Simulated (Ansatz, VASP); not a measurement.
## One calculation of TiCo, two programs

Contents of POSCAR:

```
TiCo
1.0
    2.9852001478      0.0000000000      0.0000000000
    0.0000000000      2.9852001478      0.0000000000
    0.0000000000      0.0000000000      2.9852001478
Ti Co
1 1
Direct
    0.0000000000      0.0000000000      0.0000000000
    0.5000000000      0.5000000000      0.5000000000
```

Contents of INCAR.step1:

```
ALGO     = Normal         # electronic algorithm
EDIFF    = 1E-4           # SCF threshold, eV
ENCUT    = 520            # plane-wave cutoff, eV
GGA      = PE             # functional
ISMEAR   = 0              # smearing method
ISPIN    = 2              # spin polarisation
LASPH    = True           # aspherical terms in the spheres
LCHARG   = False          # write CHGCAR
LMAXMIX  = 4              # l up to which the mixer works
LREAL    = False          # projectors in reciprocal space
LWAVE    = True           # write WAVECAR
MAGMOM   = 1 3            # initial moments
NBANDS   = 22             # bands
NELM     = 150            # most SCF steps
PREC     = Accurate       # precision mode
SIGMA    = 0.1            # smearing width, eV
```

INCAR.step2

```
ALGO     = Normal         # electronic algorithm
EDIFF    = 1E-6           # SCF threshold, eV
ENCUT    = 520            # plane-wave cutoff, eV
ISIF     = 2              # what is computed and relaxed
ISMEAR   = 0              # smearing method
ISPIN    = 2              # spin polarisation
ISTART   = 1            
LASPH    = True           # aspherical terms in the spheres
LCHARG   = False          # write CHGCAR
LMAXMIX  = 4              # l up to which the mixer works
LMIXTAU  = True         
LORBIT   = 11             # projections on sites
LREAL    = False          # projectors in reciprocal space
LWAVE    = False          # write WAVECAR
MAGMOM   = 1 3            # initial moments
METAGGA  = R2SCAN         # meta-GGA
NBANDS   = 22             # bands
NELM     = 150            # most SCF steps
PREC     = Accurate       # precision mode
SIGMA    = 0.1            # smearing width, eV
```

KPOINTS

```
k-points
0
Gamma
  18 18 18
```

Input for Ansatz:

```yaml
crystal:
  lattice:
    - [2.9852001478, 0.0, 0.0]
    - [0.0, 2.9852001478, 0.0]
    - [0.0, 0.0, 2.9852001478]
  atoms:
    - { symbol: Ti, position: [0.0, 0.0, 0.0], spin: 1.0 }
    - { symbol: Co, position: [0.5, 0.5, 0.5], spin: 3.0 }
basis:
  ecutwfc: 500
kpoints:
  mp_grid: { grid: [18, 18, 18] }
  band_path:
    path:
      - [[0.0, 0.0, 0.0], [0.0, 0.5, 0.0], [0.5, 0.5, 0.0], [0.0, 0.0, 0.0], [0.5, 0.5, 0.5], [0.0, 0.5, 0.0]]
      - [[0.5, 0.5, 0.5], [0.5, 0.5, 0.0]]
    npoints: 14
hamiltonian:
  xc: r2scan
scf:
  occupations: { method: gaussian, width: 0.1 }
  n_extra_bands: 6
output:
  forces: true
  stress: true
  eigenvalues: true
  populations: true
  dos: { projected: true, de: 0.02, nscf_kmesh: { grid: [22, 22, 22] } }
  bader: true
  write_density: true
  write_potential: true
  elf: true
  volumetric_format: npy
magnetization:
  spin_polarized: true
```

Alike in both runs: task single point; functional r2SCAN; k mesh 18 × 18 × 18; occupations gaussian, width 0.1 eV; collinear spin.

|  | VASP | Ansatz |
| --- | --- | --- |
| version | VASP 6.6.1 | Ansatz 0.2.0 |
| potentials or method | VASP PAW PBE potentials, release 64 (Ti_sv, Co), cutoff 520 eV | scalar-relativistic, plane waves, PAW |
| valence electrons in the cell | 21 | 29 |

VASP gave:

```
gap on the k mesh at the Fermi level (eV)                     : none
pressure (GPa)                                                : 0.8
net moment per atom (μB)                                      : 0.45
size of the moment on the site where the two differ most (μB) : 1.37
```

Problem. Estimate Ansatz's values.

Solution. gap on the k mesh at the Fermi level (eV): none; pressure (GPa): 0.5; net moment per atom (μB): 0.45; size of the moment on the site where the two differ most (μB): 1.40.

VASP's potentials were made for PBE, not for r2SCAN. Site moments also hang on the region over which each program counts them. A gap of «none» marks a metal or a gap that the smearing closes. The functional is the same, so the differences come from potentials, cutoffs and numerics. VASP's potentials hold 21 valence electrons a cell and Ansatz's 29, so a difference there can come from the potentials and not from the codes. Ansatz's warnings: seeded moment not kept, stability check not made.
